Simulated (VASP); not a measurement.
# CdH6 (Pm-3m) in VASP: notebook

Runs on CdH6. Level: PBE. Tasks: single point.

All numbers are computed with VASP 6.6.1; they aren't measurements. Logs are shortened: lines on timing, memory, paths and dates and some standing lists are left out, and cuts for length are marked.

### Step 1. The cell of the first run

It takes space group Pm-3m (No. 221, cubic). Conventional cell: a = 4.159 Å, b = 4.159 Å, c = 4.159 Å, α = 90.00°, β = 90.00°, γ = 90.00°. Cd (site symmetry m-3m) has 24 H at 3.06 Å and 6 Cd at 4.16 Å within 4.2 Å. Within 2.3 Å of H (site symmetry 4mm) lie 5 H at 1.72 Å.

The cell was generated, and may not be a known phase.

### Step 2. Single point, PBE

File INCAR:

```
SYSTEM = CdH6
  ALGO = Normal
  EDIFF = 1E-6
  ENCUT = 520
  GGA = PE
  ISIF = 2
  ISMEAR = 0
  LASPH = .True.
  LCHARG = .True.
  LELF = .True.
  LREAL = .False.
  LVHAR = .True.
  LWAVE = .False.
  NBANDS = 18
  NELM = 100
  PREC = Accurate
  SIGMA = 0.1
```

File KPOINTS:

```
k-points
0
Gamma
  4 4 4
  0 0 0
```

File POSCAR:

```
CdH6
1.0
    4.1586406900      0.0000000000      0.0000000000
    0.0000000000      4.1586406900      0.0000000000
    0.0000000000      0.0000000000      4.1586406900
Cd H
1 6
Direct
    0.0000000000      0.0000000000      0.0000000000
    0.2070000000      0.5000000000      0.5000000000
    0.5000000000      0.2070000000      0.5000000000
    0.7930000000      0.5000000000      0.5000000000
    0.5000000000      0.7930000000      0.5000000000
    0.5000000000      0.5000000000      0.2070000000
    0.5000000000      0.5000000000      0.7930000000
```

Potentials or basis: VASP PAW PBE potentials, release 64 (Cd, H).

On the command line:

```bash
cat potpaw_PBE.64/Cd/POTCAR potpaw_PBE.64/H/POTCAR > POTCAR
mpirun -np 1 vasp_std > vasp.out
```

OUTCAR:

```text
SYSTEM = CdH6
   EDIFF = 1E-6
   ENCUT = 520
   GGA = PE
   ISIF = 2
   ISMEAR = 0
   LASPH = .True.
   LREAL = .False.
   NELM = 100
   PREC = Accurate

 ion  position               nearest neighbor table
   1  0.000  0.000  0.000-
   2  0.207  0.500  0.500-
   3  0.500  0.207  0.500-
   4  0.793  0.500  0.500-
   5  0.500  0.793  0.500-
   6  0.500  0.500  0.207-
   7  0.500  0.500  0.793-

  LATTYP: Found a simple cubic cell.
 ALAT       =     4.1586406900

  Lattice vectors:

 A1 = (   4.1586406900,   0.0000000000,   0.0000000000)
 A2 = (   0.0000000000,   4.1586406900,   0.0000000000)
 A3 = (   0.0000000000,   0.0000000000,   4.1586406900)

Analysis of symmetry for initial positions (statically):
=====================================================================
 Subroutine PRICEL returns:
 Original cell was already a primitive cell.

 Routine SETGRP: Setting up the symmetry group for a
 simple cubic supercell.

 Subroutine GETGRP returns: Found 48 space group operations
 (whereof 48 operations were pure point group operations)
 out of a pool of 48 trial point group operations.

The static configuration has the point symmetry O_h .

Analysis of symmetry for dynamics (positions and initial velocities):
=====================================================================
 Subroutine PRICEL returns:
 Original cell was already a primitive cell.

 Routine SETGRP: Setting up the symmetry group for a
 simple cubic supercell.

 Subroutine GETGRP returns: Found 48 space group operations
 (whereof 48 operations were pure point group operations)
 out of a pool of 48 trial point group operations.

The dynamic configuration has the point symmetry O_h .

 Subroutine INISYM returns: Found 48 space group operations
 (whereof 48 operations are pure point group operations),
 and found     1 'primitive' translations

----------------------------------------------------------------------------------------

                                     Primitive cell

  volume of cell :      71.9207

  direct lattice vectors                    reciprocal lattice vectors
     4.158640690  0.000000000  0.000000000     0.240463188  0.000000000  0.000000000
[... 81 lines left out ...]
   EDIFF  = 0.1E-05   stopping-criterion for ELM
   LREAL  =      F    real-space projection
   EDIFFG = 0.1E-04   stopping-criterion for IOM
   NSW    =      0    number of steps for IOM
   IBRION =     -1    ionic relax: 0-MD 1-quasi-New 2-CG
   NFREE  =      0    steps in history (QN), initial steepest desc. (CG)
   ISIF   =      2    stress and relaxation
   ISYM   =      2    0-nonsym 1-usesym 2-fastsym
   POTIM  = 0.5000    time-step for ionic-motion
   TEBEG  =    0.0;   TEEND  =   0.0 temperature during run
   PSTRESS=    0.0 pullay stress
   NELECT =      18.0000    total number of electrons
   NUPDOWN=      -1.0000    fix difference up-down
   EMIN   =  10.00;   EMAX   =-10.00  energy-range for DOS
   EFERMI =   0.00;   METHOD = LEGACY
   ISMEAR =     0;   SIGMA  =   0.10  broadening in eV -4-tet -1-fermi 0-gaus
   EFERMI_NEDOS =   21; number of points for ismear=-14 and -15
   IALGO  =     38    algorithm
   IMIX   =      4    mixing-type and parameters
     AMIX     =   0.40;   BMIX     =  1.00
     AMIX_MAG =   1.60;   BMIX_MAG =  1.00
  volume/ion in A,a.u.               =      10.27        69.34
  Fermi-wavevector in a.u.,A,eV,Ry     =   1.031686  1.949604 14.481719  1.064376
  Thomas-Fermi vector in A             =   2.165847
   LORBIT       =      0    0 simple, 1 ext, 2 COOP (PROOUT), +10 PAW based schemes
   GGA     = PE    functional components
   LHFCALC =     F    Hartree Fock is set to
   AEXX    =    0.0000 exact exchange contribution
   IVDW    =     0    specifies the selected vdW correction
   LEPSILON=     F    determine dielectric tensor
   LRPA    =     F    only Hartree local field effects (RPA)
 non-spin polarized calculation
 Gauss-broadening in eV      SIGMA  =   0.10
  energy-cutoff  :      520.00
  volume of cell :       71.92
 maximum number of plane-waves:      1956
 NGX is ok and might be reduce to    32
   NGX = 15   NGY = 15   NGZ = 15

 number of electron      18.0000007 magnetization

 Free energy of the ion-electron system (eV)
  ---------------------------------------------------
  ext. energy  EPLUGINS =         0.00000000
  ---------------------------------------------------
  free energy    TOTEN  =       -12.55271913 eV

  energy without entropy =      -12.52640517  energy(sigma->0) =      -12.53956215

 E-fermi :  -0.8079     XC(G=0):  -8.5118

 val. band max:       -0.8638801926   @ k =   0.5000   0.2500   0.0000
 cond. band min:      -0.7926117585   @ k =   0.2500   0.0000   0.0000
 fundamental gap:      0.0712684342
 Fermi energy:        -0.8078905056

 k-point     1 :       0.0000    0.0000    0.0000
  band No.  band energies     occupation
      1      -9.6758      2.00000
      2      -8.5829      2.00000
      3      -8.5829      2.00000
      4      -8.4474      2.00000
      5      -8.4474      2.00000
      6      -8.4474      2.00000
[... 187 lines left out ...]
      5      -8.3979      2.00000
      6      -6.8245      2.00000
[... 10 lines left out ...]
     17      14.2146      0.00000
     18      14.2146      0.00000

------------------------ aborting loop because EDIFF is reached ----------------------------------------

  FORCE on cell =-STRESS in cart. coord.  units (eV):
  Direction    XX          YY          ZZ          XY          YZ          ZX
  --------------------------------------------------------------------------------------
  -------------------------------------------------------------------------------------
  Total       -5.0811488     -5.0811488     -5.0811488      0.0000000      0.0000000      0.0000000
  in kB     -113.1926688   -113.1926688   -113.1926688      0.0000000      0.0000000      0.0000000
  external PRESSURE =    -113.1926688 kB  Pullay stress =       0.0000000 kB

 VOLUME and BASIS-vectors are now :
 -----------------------------------------------------------------------------
  energy-cutoff  :      520.00
  volume of cell :       71.92
      direct lattice vectors                 reciprocal lattice vectors
     4.158640690  0.000000000  0.000000000     0.240463188  0.000000000  0.000000000
     0.000000000  4.158640690  0.000000000     0.000000000  0.240463188  0.000000000
     0.000000000  0.000000000  4.158640690     0.000000000  0.000000000  0.240463188

 POSITION                                       TOTAL-FORCE (eV/Angst)
 -----------------------------------------------------------------------------------
      0.00000      0.00000      0.00000         0.000000     -0.000000      0.000000
      0.86084      2.07932      2.07932        -0.998930     -0.000000     -0.000000
      2.07932      0.86084      2.07932         0.000000     -0.998930      0.000000
      3.29780      2.07932      2.07932         0.998930      0.000000     -0.000000
      2.07932      3.29780      2.07932         0.000000      0.998930      0.000000
      2.07932      2.07932      0.86084         0.000000      0.000000     -0.998930
      2.07932      2.07932      3.29780         0.000000     -0.000000      0.998930
 -----------------------------------------------------------------------------------
    total drift:                                0.000000     -0.000000     -0.000000

  FREE ENERGIE OF THE ION-ELECTRON SYSTEM (eV)
  ---------------------------------------------------
  free  energy   TOTEN  =       -12.5527191349 eV

  energy  without entropy=      -12.5264051727  energy(sigma->0) =      -12.53956215
```

OSZICAR:

```text
N       E                     dE             d eps       ncg     rms          rms(c)
DAV:   1     0.793448288470E+02    0.79345E+02   -0.83904E+03   360   0.874E+02
DAV:   2    -0.987688022333E+01   -0.89222E+02   -0.81975E+02   434   0.204E+02
DAV:   3    -0.130901048364E+02   -0.32132E+01   -0.31879E+01   408   0.395E+01
DAV:   4    -0.130983335985E+02   -0.82288E-02   -0.82277E-02   434   0.211E+00
DAV:   5    -0.130983592988E+02   -0.25700E-04   -0.25700E-04   432   0.112E-01    0.320E+00
DAV:   6    -0.125621605607E+02    0.53620E+00   -0.19471E+00   390   0.808E+00    0.227E+00
DAV:   7    -0.125507215835E+02    0.11439E-01   -0.98841E-02   386   0.327E+00    0.801E-01
DAV:   8    -0.125519403433E+02   -0.12188E-02   -0.76469E-03   404   0.830E-01    0.272E-01
DAV:   9    -0.125526736667E+02   -0.73332E-03   -0.21501E-03   412   0.299E-01    0.410E-02
DAV:  10    -0.125527060655E+02   -0.32399E-04   -0.89236E-05   386   0.574E-02    0.231E-02
DAV:  11    -0.125527192011E+02   -0.13136E-04   -0.12405E-05   404   0.200E-02    0.318E-03
DAV:  12    -0.125527191349E+02    0.66204E-07   -0.29296E-07   214   0.462E-03
   1 F= -.12552719E+02 E0= -.12539562E+02  d E =-.263140E-01
```

Run time: 9.9 s. Hardware: 1 thread of Intel Xeon Platinum 8259CL at 2.50GHz (Skylake/Cascade Lake), shared host; peak memory 0.17 GiB.

Results:

```
Free energy            : -12.5527 eV
Pressure               : -11.3 GPa
Largest force          : 0.999 eV/Å
Band gap on the k mesh : zero (bands 9 and 10 overlap by 1.26 eV)
```

Forces on the atoms (eV/Å):
```
Cd   0.000  0.000  0.000
H   -0.999  0.000  0.000
H    0.000 -0.999  0.000
H    0.999  0.000  0.000
H    0.000  0.999  0.000
H    0.000  0.000 -0.999
H    0.000  0.000  0.999
```

Caveat: the k points lie up to 0.38 Å⁻¹ apart, too coarse for converged energies and pressures of a metal.

### Step 3. Single point, PBE

This run uses another cell than the first one, of 30.34 Å³/atom.

File INCAR:

```
PREC = Accurate
ENCUT = 520
EDIFF = 1E-7
ISMEAR = 0
SIGMA = 0.1
LREAL = F
LASPH = T
NELM = 100
ALGO = Normal
ISIF = 2
LWAVE = F
LCHARG = F
GGA = PE
NBANDS = 18
```

File KPOINTS:

```
Automatic mesh
0
Gamma
  2 2 2
```

File POSCAR:

```
CdH6
1.0
    5.9663094078      0.0000000000      0.0000000000
    0.0000000000      5.9663094078      0.0000000000
    0.0000000000      0.0000000000      5.9663094078
Cd H
1 6
Direct
    0.0000000000      0.0000000000      0.0000000000
    0.0628808557      0.5000000000      0.5000000000
    0.5000000000      0.0628808557      0.5000000000
    0.9371191443      0.5000000000      0.5000000000
    0.5000000000      0.9371191443      0.5000000000
    0.5000000000      0.5000000000      0.0628808557
    0.5000000000      0.5000000000      0.9371191443
```

Potentials or basis: VASP PAW PBE potentials, release 64 (Cd, H).

On the command line:

```bash
cat potpaw_PBE.64/Cd/POTCAR potpaw_PBE.64/H/POTCAR > POTCAR
mpirun -np 1 vasp_std > vasp.out
```

It took 21 s on 1 thread of Intel Xeon Platinum 8259CL at 2.50GHz (Skylake/Cascade Lake), shared host; peak memory 0.3 GiB.

It converged, with:

- Free energy: -20.3764 eV
- Pressure: 0.0 GPa
- Largest force: 0.013 eV/Å
- Band gap on the k mesh: 3.77 eV

Forces in eV/Å, atoms in the order of the input:
```
Cd   0.000  0.000  0.000
H   -0.013  0.000  0.000
H    0.000 -0.013  0.000
H    0.013  0.000  0.000
H    0.000  0.013  0.000
H    0.000  0.000 -0.013
H    0.000  0.000  0.013
```

Levels at points of the mesh, in eV from the valence-band top:
```csv
k point,band 5,band 6,band 7,band 8,band 9,band 10,band 11,band 12,band 13,band 14
"(0.00, 0.00, 0.00)",-6.24,-5.31,-4.96,-4.96,-0.20,4.44,4.44,4.44,6.68,6.96
"(0.50, 0.00, 0.00)",-6.24,-5.18,-5.07,-4.95,-0.22,4.02,4.97,4.97,5.91,5.99
"(0.50, 0.50, 0.00)",-6.24,-5.06,-5.06,-5.06,-0.16,3.99,3.99,4.53,5.30,6.46
"(0.50, 0.50, 0.50)",-6.24,-5.05,-5.05,-5.05,0.00,3.77,3.77,3.77,4.00,8.10
```

Caveat: the k points lie up to 0.53 Å⁻¹ apart. A k mesh can miss the band edges.

The gap in the log of VASP goes by the Fermi energy; the results here count the filled bands.